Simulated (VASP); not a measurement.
SrTiO3, 5 atoms in the cell. The structure is cubic, space group Pm-3m (No. 221). Conventional cell: a = 3.931 Å, b = 3.931 Å, c = 3.931 Å, α = 90.00°, β = 90.00°, γ = 90.00°. Within 3.7 Å of Sr (site symmetry m-3m) lie 12 O at 2.78 Å and 8 Ti at 3.40 Å. Within 2.6 Å of Ti (site symmetry m-3m) lie 6 O at 1.97 Å. Within 2.6 Å of O (site symmetry 4/mmm) lie 2 Ti at 1.97 Å. 

```yaml
Program: VASP 6.6.1
Task: electric field gradients
Functional: PBEsol
Potentials_or_basis: VASP PAW PBE potentials, release 64 (Sr_sv, Ti_sv, O)
Cutoff: 520 eV
k_mesh: 7 × 7 × 7
Occupations: fermi-dirac, width 0.05 eV
Spin: no spin polarisation
Dipole_correction: no
Further_INCAR_settings: ALGO = Normal; EDIFF = 1e-08; NBANDS = 28
```

Potentials or basis: VASP PAW PBE potentials, release 64 (Sr_sv, Ti_sv, O).

Command:

```sh
$ cat potpaw_PBE.64/Sr_sv/POTCAR potpaw_PBE.64/Ti_sv/POTCAR potpaw_PBE.64/O/POTCAR > POTCAR
$ mpirun -np 1 vasp_std > vasp.out
```

Hardware: 1 thread of Intel(R) Xeon(R) Platinum 8259CL CPU @ 2.50GHz (Skylake/Cascade Lake) (shared host).

Q: Estimate the wall time of this run.

A: Run time: 46 s on 1 thread of Intel(R) Xeon(R) Platinum 8259CL CPU @ 2.50GHz (Skylake/Cascade Lake) (shared host), peak memory 0.18 GiB. Counts: scf iterations 20, k points 20.
